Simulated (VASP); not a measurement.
The system is SnS2.

```xyz
3
Lattice="3.6607 0.0000 0.0000 -1.8304 3.1703 0.0000 0.0000 0.0000 5.9619" Properties=species:S:1:pos:R:3 pbc="T T T"
Sn    0.0000    0.0000    0.0000
S     0.0000    2.1135    1.4642
S     1.8304    1.0568    4.4977
```

Base run:

| Property | Result |
| --- | --- |
| Program | VASP 6.6.1 |
| Functional | PBE |
| Potentials or basis | VASP PAW PBE potentials, release 64 (Sn_d, S) |
| Cutoff | 500 eV |
| k mesh | 6 × 6 × 4 |
| Occupations | gaussian, width 0.01 eV |
| Spin | no spin polarisation |

Its results: band gap on the k mesh 1.51 eV, indirect (least direct gap 1.92 eV); pressure 3.0 GPa; largest force 0.209 eV/Å.

Q: The run is repeated on the same cell with these changes: functional from PBE to r2SCAN; cutoff from 500 eV to 550 eV. What comes out?

A: Band gap on the k mesh 1.82 eV, indirect (least direct gap 2.25 eV); pressure 0.9 GPa; largest force 0.041 eV/Å.

r2SCAN gives the wider gap, since meta-GGAs in the generalised Kohn-Sham scheme recover part of the derivative discontinuity.

Caveats: spin-orbit coupling is left out, which moves the levels of the heavy elements; this functional lacks dispersion, which binds the layers, so the pressure and a relaxed spacing across them are unreliable (some runs); the PAW data sets were made with another functional, which shifts forces and pressure a little (some runs).

A k mesh can miss the band edges.
